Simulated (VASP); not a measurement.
Set up this calculation in VASP 6.6.1, as the native input.

* Task: single point
* Functional: r2SCAN
* Potentials or basis: VASP PAW PBE potentials, release 64 (In_d, Se)
* Cutoff: 520 eV
* k mesh: 8 × 8 × 6
* Occupations: gaussian, width 0.02 eV
* Spin: no spin polarisation
* Dipole correction: no
* Further INCAR settings: ALGO = Normal; EDIFF = 1e-07; NBANDS = 27

The system is InSe.

```xyz
4
Lattice="5.8154 -2.0505 -0.0769 5.8154 2.0505 -0.0769 -1.6424 0.0000 4.8023" Properties=species:S:1:pos:R:3 pbc="T T T"
In   10.2515    0.0000    0.0932
In   -0.2632    0.0000    4.5554
Se    6.5997    0.0000    3.1088
Se    3.3886    0.0000    1.5397
```

These files were run (other wordings do the same):

POSCAR

```
InSe
1.0
    5.8153675085     -2.0505493728     -0.0768517395
    5.8153675085      2.0505493728     -0.0768517395
   -1.6423826343      0.0000000000      4.8022564944
In Se
2 2
Direct
    0.8881706608      0.8881706608      0.0478327535
    0.1118293392      0.1118293392      0.9521672465
    0.6618440364      0.6618440364      0.6685497181
    0.3381559636      0.3381559636      0.3314502819
```

INCAR.step1

```
  PREC = Accurate
  ENCUT = 520
  ISMEAR = 0
  SIGMA = 0.02
  LREAL = False
  LASPH = True
  NELM = 100
  NBANDS = 27
  GGA = PE
  ALGO = Normal
  EDIFF = 1E-4
  LWAVE = True
  LCHARG = False
```

INCAR.step2

```
  PREC = Accurate
  ENCUT = 520
  EDIFF = 1E-7
  ISMEAR = 0
  SIGMA = 0.02
  LREAL = False
  LASPH = True
  NELM = 100
  ALGO = Normal
  ISIF = 2
  LWAVE = False
  LCHARG = True
  METAGGA = R2SCAN
  LMIXTAU = True
  LELF = True
  LVHAR = True
  NBANDS = 27
  ISTART = 1
```

KPOINTS

```
regular mesh
0
Gamma
  8 8 6
```

Potentials or basis: VASP PAW PBE potentials, release 64 (In_d, Se).

The run is started by

```bash
$ cat potpaw_PBE.64/In_d/POTCAR potpaw_PBE.64/Se/POTCAR > POTCAR
$ cp INCAR.step1 INCAR
$ mpirun -np 1 vasp_std > vasp.out
$ cp INCAR.step2 INCAR
$ mpirun -np 1 vasp_std > vasp.out
```

It gave:

The pressure is 0.0 GPa. The largest force is 0.012 eV/Å and the band gap on the k mesh is 1.53 eV (least direct gap 1.69 eV).

Caveat: the PAW data sets were made with another functional, which shifts forces and pressure a little; spin-orbit coupling is left out, which moves the levels of the heavy elements.

Wall time 20 min on 1 thread of Intel(R) Xeon(R) Platinum 8488C (Sapphire Rapids) (shared host), peak memory 0.53 GiB.
